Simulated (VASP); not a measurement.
Crystal: Ag.

```
Ag
1.0
     4.09000    0.00000    0.00000
     0.00000    4.09000    0.00000
     0.00000    0.00000    4.09000
Ag
4
Direct
  0.00000 0.00000 0.00000
  0.00000 0.50000 0.50000
  0.50000 0.00000 0.50000
  0.50000 0.50000 0.00000
```

* Program: VASP 6.6.1
* Task: relaxation of cell and atoms
* Functional: PBEsol
* Dispersion: D4
* Potentials or basis: VASP PAW PBE potentials, release 64 (Ag)
* Cutoff: 600 eV
* k mesh: 6 × 6 × 6
* Occupations: gaussian, width 0.1 eV
* Spin: no spin polarisation

At the start: pressure -5.9 GPa; volume 17.10 Å³/atom.

Q: Where does the relaxation end?

A: Over 3 steps the energy falls by 16.8 meV/atom and the volume is 16.24 Å³/atom (-5.0 %); space group Fm-3m (No. 225, to 0.05 Å).

Step by step:
| step | energy change (eV) | largest force (eV/Å) | pressure (GPa) | volume (Å³) |
| --- | --- | --- | --- | --- |
| 1 | 0.0000 | 0.0000 | -5.86 | 68.42 |
| 2 | -0.0229 | 0.0000 | 5.85 | 62.41 |
| 3 | -0.0671 | 0.0000 | -0.04 | 64.96 |

Final structure:
```
Ag
1.0
     4.02000    0.00000    0.00000
     0.00000    4.02000    0.00000
     0.00000    0.00000    4.02000
Ag
4
Direct
  0.00000 0.00000 0.00000
  0.00000 0.50000 0.50000
  0.50000 0.00000 0.50000
  0.50000 0.50000 0.00000
```

Caveat: the PAW data sets were made with another functional, which shifts forces and pressure a little; pairwise dispersion overbinds metals, which lowers pressure and volume.
